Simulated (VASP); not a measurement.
Here is a VASP 6.6.1 calculation.

File INCAR:

```
ALGO = Normal ; EDIFF = 1E-6
ENCUT = 520 ; GGA = PE
ISIF = 2 ; ISMEAR = -1
LASPH = T ; LCHARG = F
LREAL = F ; LWAVE = F
NBANDS = 8 ; NELM = 60
PREC = Accurate ; SIGMA = 0.05
```

The input KPOINTS:

```
k-points
0
Gamma
  24 24 24
```

Contents of POSCAR:

```
B
1.0
    0.0000000000      1.4330658730      1.4330658730
    1.4330658730      0.0000000000      1.4330658730
    1.4330658730      1.4330658730      0.0000000000
B
1
Direct
    0.0000000000      0.0000000000      0.0000000000
```

Potentials or basis: VASP PAW PBE potentials, release 64 (B).

The run is started by

```bash
$ cat potpaw_PBE.64/B/POTCAR > POTCAR
$ mpirun -np 1 vasp_std > vasp.out
```

(1) Estimate the pressure.

Answers

(1) 0.0 GPa.
